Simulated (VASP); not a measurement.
# WC (P1) in VASP: a series of runs, part 2 of 2

VASP 6.6.1.

## 3. Single point, PBE

The input, INCAR:

```
SYSTEM = WC
  PREC = Accurate
  ENCUT = 520
  EDIFF = 1E-6
  ISMEAR = -1
  SIGMA = 0.17
  LREAL = Auto
  LASPH = .TRUE.
  NELM = 80
  ALGO = Normal
  ISIF = 2
  LWAVE = .FALSE.
  LCHARG = .FALSE.
  GGA = PE
  NBANDS = 86
```

The input, KPOINTS:

```
Automatic mesh
0
G
  2 2 2
  0 0 0
```

The input, POSCAR:

```
WC
1.0
   -2.9293250000     -5.0737410000      0.0000000000
    4.3939880000     -2.5368700000      0.0000000000
    0.0000000000      0.0000000000      5.7403420000
W C
8 8
Direct
    0.7396549286      0.4958797506     -0.0483769086
    0.7490606510      0.5273665043      0.4857376094
    0.4594177354      0.0186581888     -0.0210788835
    0.4968297608     -0.0033054621      0.4590493040
    0.2384948297      0.5180553218     -0.0440043468
    0.2473231157      0.5197533052      0.4651813429
    0.0141029835      0.0223287415     -0.0304511473
   -0.0030420941      0.0158600155      0.4605648932
    0.4949035736      0.6592720351      0.2310489514
    0.5017532366      0.6887361321      0.7343116490
    0.2268384723      0.1769425879      0.2542183027
    0.2335145273      0.1926814417      0.7298519844
   -0.0081761381      0.6768906593      0.2093951893
    0.0384710953      0.7086715624      0.7441194270
    0.7295766467      0.1298517681      0.2159453217
    0.7554878394      0.1530430705      0.7009686879
```

Potentials or basis: VASP PAW PBE potentials, release 64 (W_sv, C).

Started as:

```console
> cat potpaw_PBE.64/W_sv/POTCAR potpaw_PBE.64/C/POTCAR > POTCAR
> mpirun -np 1 vasp_std > vasp.out
```

OUTCAR:

```text
SYSTEM = WC
   PREC = Accurate
   ENCUT = 520
   EDIFF = 1E-6
   ISMEAR = -1
   LREAL = Auto
   LASPH = .TRUE.
   NELM = 80
   ISIF = 2
   GGA = PE

 ion  position               nearest neighbor table
   1  0.740  0.496  0.952-  10 2.11  16 2.26  13 2.28   9 2.31  14 2.38  15 2.40   2 2.68   7 2.89
                             5 2.92   3 2.93   5 2.94   2 3.07   7 3.12   3 3.12
   2  0.749  0.527  0.486-   9 2.19  10 2.19  13 2.26  16 2.27  14 2.43  15 2.55   1 2.68   4 2.81
                             8 2.88   6 2.92   6 2.94   8 2.98   1 3.07   4 3.08
   3  0.459  0.019  0.979-  12 2.14  15 2.16  10 2.20  11 2.24   9 2.34  16 2.45   7 2.61   4 2.77
                             5 2.85   5 2.85   1 2.93   4 2.99   1 3.12   7 3.25
   4  0.497  0.997  0.459-  15 2.06   9 2.15  11 2.17  16 2.20  10 2.22  12 2.41   3 2.77   2 2.81
                             6 2.83   8 2.93   8 2.93   3 2.99   6 3.03   2 3.08
   5  0.238  0.518  0.956-  14 1.95  12 2.10  10 2.18  13 2.20   9 2.29  11 2.44   6 2.82   7 2.84
                             3 2.85   3 2.85   7 2.88   6 2.92   1 2.92   1 2.94
   6  0.247  0.520  0.465-   9 2.10  11 2.12  14 2.23  13 2.24  12 2.25  10 2.31   5 2.82   4 2.83
                             8 2.91   2 2.92   5 2.92   2 2.94   8 2.95   4 3.03
   7  0.014  0.022  0.970-  14 2.06  12 2.07  11 2.20  13 2.23  15 2.25  16 2.26   3 2.61   8 2.82
[... 222 lines left out ...]
      6     -63.2045      2.00000
[... 685 lines left out ...]
     83      14.4630      0.00000
     84      14.7081      0.00000
 [bands above 84 left out]

------------------------ aborting loop because EDIFF is reached ----------------------------------------

  FORCE on cell =-STRESS in cart. coord.  units (eV):
  Direction    XX          YY          ZZ          XY          YZ          ZX
  --------------------------------------------------------------------------------------
  -------------------------------------------------------------------------------------
  Total        9.0077752      8.0586166      2.7384846      1.1284654      2.9632010     -1.7525084
  in kB       84.5793789     75.6671622     25.7132666     10.5958357     27.8232630    -16.4553473
  external PRESSURE =      61.9866026 kB  Pullay stress =       0.0000000 kB

 VOLUME and BASIS-vectors are now :
 -----------------------------------------------------------------------------
  energy-cutoff  :      520.00
  volume of cell :      170.63
      direct lattice vectors                 reciprocal lattice vectors
    -2.929325000 -5.073741000  0.000000000    -0.085343873 -0.147819934  0.000000000
     4.393988000 -2.536870000  0.000000000     0.170687780 -0.098546611  0.000000000
     0.000000000  0.000000000  5.740342000     0.000000000  0.000000000  0.174205648

 POSITION                                       TOTAL-FORCE (eV/Angst)
 -----------------------------------------------------------------------------------
      0.01220     -5.01080      5.46264         0.515089     -1.132464      3.206621
      0.12300     -5.13840      2.78830        -1.920457      1.036178     -2.977991
     -1.26380     -2.37830      5.61934        -3.640430     -4.017608     -1.571846
      2.92409     -5.04927      2.63510         1.818425     -0.470214      2.531143
      1.57770     -2.52430      5.48774        -1.750936     -1.347524      3.822430
      1.55930     -2.57340      2.67030        -0.349933      0.777099      0.889369
[... 8 lines left out ...]
     -1.56660     -4.03110      1.23960         1.656606     -2.305819     -0.958273
     -1.54060     -4.22140      4.02380         2.367910     -0.161763      1.820328
 -----------------------------------------------------------------------------------
    total drift:                               -0.017396      0.002818     -0.003906

  FREE ENERGIE OF THE ION-ELECTRON SYSTEM (eV)
  ---------------------------------------------------
  free  energy   TOTEN  =      -175.1586145518 eV

  energy  without entropy=     -174.7639511633  energy(sigma->0) =     -174.96128286
```

OSZICAR:

```text
N       E                     dE             d eps       ncg     rms          rms(c)
DAV:   1     0.192824645280E+04    0.19282E+04   -0.78416E+04  1376   0.192E+03
DAV:   2    -0.155652948704E+01   -0.19298E+04   -0.18701E+04  1376   0.614E+02
DAV:   3    -0.190751917255E+03   -0.18920E+03   -0.17918E+03  1642   0.168E+02
DAV:   4    -0.199253226248E+03   -0.85013E+01   -0.83298E+01  1616   0.322E+01
DAV:   5    -0.199532185396E+03   -0.27896E+00   -0.27747E+00  1704   0.549E+00    0.899E+01
DAV:   6    -0.176091220710E+03    0.23441E+02   -0.15097E+02  1706   0.397E+01    0.277E+01
DAV:   7    -0.175540658278E+03    0.55056E+00   -0.11638E+01  1648   0.146E+01    0.148E+01
DAV:   8    -0.175313331009E+03    0.22733E+00   -0.30245E+00  1688   0.919E+00    0.545E+00
DAV:   9    -0.175159947073E+03    0.15338E+00   -0.67409E-01  1688   0.435E+00    0.936E-01
DAV:  10    -0.175158924480E+03    0.10226E-02   -0.82449E-02  1680   0.153E+00    0.391E-01
DAV:  11    -0.175158665803E+03    0.25868E-03   -0.11658E-02  1736   0.570E-01    0.232E-01
DAV:  12    -0.175158606811E+03    0.58991E-04   -0.17747E-03  1704   0.261E-01    0.799E-02
DAV:  13    -0.175158618128E+03   -0.11317E-04   -0.38329E-04  1752   0.136E-01    0.327E-02
DAV:  14    -0.175158618879E+03   -0.75104E-06   -0.68382E-05  1736   0.574E-02    0.195E-02
DAV:  15    -0.175158616499E+03    0.23806E-05   -0.13865E-05  1656   0.246E-02    0.839E-03
DAV:  16    -0.175158615096E+03    0.14030E-05   -0.44105E-06  1304   0.120E-02    0.470E-03
DAV:  17    -0.175158614552E+03    0.54373E-06   -0.61768E-07   848   0.587E-03
   1 F= -.17515861E+03 E0= -.17496128E+03  d E =-.394663E+00
```

stdout:

```text
POSCAR found type information on POSCAR W C
 POSCAR found :  2 types and      16 ions
 scaLAPACK will be used
 LDA part: xc-table for (Slater+PW92), standard interpolation
 POSCAR, INCAR and KPOINTS ok, starting setup
 FFT: planning ... GRIDC
 FFT: planning ... GRID_SOFT
 FFT: planning ... GRID
 WAVECAR not read
 entering main loop
```

Run time: 3.6 min. Hardware: 1 thread of AMD EPYC 7R13 (Zen 3), shared host; peak memory 0.29 GiB.

What came out:

```
Free energy            : -175.1586 eV
Pressure               : 6.2 GPa
Largest force          : 5.645 eV/Å
Band gap on the k mesh : 0.04 eV (least direct gap 0.16 eV)
```

Forces on the atoms (eV/Å):
```
W    0.515 -1.132  3.207
W   -1.920  1.036 -2.978
W   -3.640 -4.018 -1.572
W    1.818 -0.470  2.531
W   -1.751 -1.348  3.822
W   -0.350  0.777  0.889
W    1.775  4.754  0.788
W   -0.503  2.124  2.080
C    0.316 -0.285 -0.988
C    0.148  0.359 -1.094
C   -0.670 -2.106 -3.110
C   -0.765 -1.204 -1.688
C   -0.243  0.377  0.882
C    1.244  3.604 -3.631
C    1.657 -2.306 -0.958
C    2.368 -0.162  1.820
```

Stress tensor (GPa, compression positive):
```
 8.46  1.06 -1.65
 1.06  7.57  2.78
-1.65  2.78  2.57
```

Caveat: the k points lie up to 0.62 Å⁻¹ apart; spin-orbit coupling is left out, which moves the levels of the heavy elements; forces of over 1 eV/Å act on the atoms, so gaps and moduli don't describe the material at rest. A k mesh can miss the band edges.
